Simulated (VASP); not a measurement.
Wanted: the native input for a VASP 6.6.1 run.

```yaml
Task: single point
Functional: LDA
Potentials_or_basis: VASP PAW LDA potentials, release 64 (Ti_sv)
Cutoff: 520 eV
k_mesh: 18 × 18 × 10
Occupations: gaussian, width 0.15 eV
Spin: no spin polarisation
Dipole_correction: no
Further_INCAR_settings: ALGO = Fast; EDIFF = 1e-06; NBANDS = 19
```

The structure of Ti lies in POSCAR:

```
Ti
1.0
    2.9499978604      0.0000000000      0.0000000000
   -1.4749989302      2.5547730882      0.0000000000
    0.0000000000      0.0000000000      4.7797200000
Ti
2
Direct
    0.3333333333      0.6666666667      0.2500000000
    0.6666666667      0.3333333333      0.7500000000
```

This cell differs from its parent crystal: strain +0.0200 x Voigt [0, 0, 1, 0, 0, 0].

The input as run:

INCAR

```
SYSTEM = Ti
PREC = Accurate ; ENCUT = 520
EDIFF = 1E-6 ; ISMEAR = 0
SIGMA = 0.15 ; LREAL = .FALSE.
LASPH = .TRUE. ; NELM = 80
ALGO = Fast ; ISIF = 2
LWAVE = .FALSE. ; LCHARG = .FALSE.
NBANDS = 19
```

KPOINTS

```
regular mesh
0
G
  18 18 10
  0 0 0
```

Potentials or basis: VASP PAW LDA potentials, release 64 (Ti_sv).

Run with:

```bash
$ cat potpaw_LDA.64/Ti_sv/POTCAR > POTCAR
$ mpirun -np 1 vasp_std > vasp.out
```

It gave:

The pressure is -11.9 GPa and the band gap on the k mesh is zero (band 12 reaches 8.41 eV, above the bottom of band 13 at 7.39 eV).

Caveat: the cell differs from its parent crystal (strain +0.0200 x Voigt [0, 0, 1, 0, 0, 0]).

It took 2.1 min on 1 thread of Intel(R) Xeon(R) 6975P-C (Granite Rapids) (shared host), peak memory 0.23 GiB.
